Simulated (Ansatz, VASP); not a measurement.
MnO: VASP beside Ansatz

Contents of POSCAR:

```
MnO
1.0
    0.0000000000      2.2230000000      2.2230000000
    2.2230000000      0.0000000000      2.2230000000
    2.2230000000      2.2230000000      0.0000000000
Mn O
1 1
Direct
    0.0000000000      0.0000000000      0.0000000000
    0.5000000000      0.5000000000      0.5000000000
```

Contents of INCAR.step1:

```
  PREC = Accurate
  ENCUT = 660
  ISMEAR = 1
  SIGMA = 0.1
  LREAL = F
  LASPH = T
  NELM = 200
  ISPIN = 2
  MAGMOM = 2.8 0
  LMAXMIX = 4
  LDAU = T
  LDAUTYPE = 2
  LDAUL = 2 -1
  LDAUU = 3 0
  LDAUJ = 0 0
  NBANDS = 20
  GGA = PE
  ALGO = Normal
  EDIFF = 1E-5
  LWAVE = T
  LCHARG = F
  GGA_COMPAT = F
```

File INCAR.step2:

```
  PREC = Accurate
  ENCUT = 660
  EDIFF = 1E-6
  ISMEAR = 1
  SIGMA = 0.1
  LREAL = F
  LASPH = T
  NELM = 200
  ALGO = Normal
  ISIF = 2
  LWAVE = F
  LCHARG = F
  ISPIN = 2
  MAGMOM = 2.8 0
  LORBIT = 11
  LMAXMIX = 4
  LDAU = T
  LDAUTYPE = 2
  LDAUL = 2 -1
  LDAUU = 3 0
  LDAUJ = 0 0
  LDAUPRINT = 1
  METAGGA = R2SCAN
  LMIXTAU = T
  NBANDS = 20
  ISTART = 1
  GGA_COMPAT = F
```

KPOINTS

```
Automatic mesh
0
Gamma
  5 5 5
```

Input for Ansatz:

```yaml
crystal:
  lattice:
    - [0.0, 2.223, 2.223]
    - [2.223, 0.0, 2.223]
    - [2.223, 2.223, 0.0]
  atoms:
    - { symbol: Mn, position: [0.0, 0.0, 0.0] }
    - { symbol: O, position: [0.5, 0.5, 0.5] }
basis:
  ecutwfc: 500.0
  ecutrho_ratio: 8
kpoints:
  mp_grid:
    grid: [5, 5, 5]
    shift: [0.0, 0.0, 0.0]
hamiltonian:
  xc: r2scan
  hubbard:
    - { species: Mn, l: d, u_eff: 3.0 }
magnetization:
  spin_polarized: true
  per_species:
    Mn: 2.8
scf:
  n_extra_bands: 12
  occupations:
    method: methfessel_paxton
    width: 0.1
```

Alike in both runs: task single point; functional r2SCAN; k mesh 5 × 5 × 5; occupations methfessel-paxton of order 1, width 0.1 eV; collinear spin; Hubbard terms Mn d U = 3.0 eV.

|  | VASP | Ansatz |
| --- | --- | --- |
| version | VASP 6.6.1 | Ansatz 0.2.0 |
| potentials or method | VASP PAW PBE potentials, release 64 (Mn_pv, O), cutoff 660 eV | plane waves, PAW |
| valence electrons in the cell | 19 | 21 |

|  | VASP | Ansatz | Ansatz less VASP |
| --- | --- | --- | --- |
| net moment per atom (μB) | 2.50 | 2.50 | 0.000 |
| size of the moment on the site where the two differ most (μB) | 4.64 | 4.32 | -0.316 |

VASP's potentials were made for PBE, not for r2SCAN. Site moments also hang on the region over which each program counts them. The programs project onto different local orbitals, so the same U acts differently, and such runs can settle in different states. VASP's potentials hold 19 valence electrons a cell and Ansatz's 21, so a difference there can come from the potentials and not from the codes. Ansatz's warnings: stability check not made.

The k mesh is coarse, so the values compare programs but aren't converged.
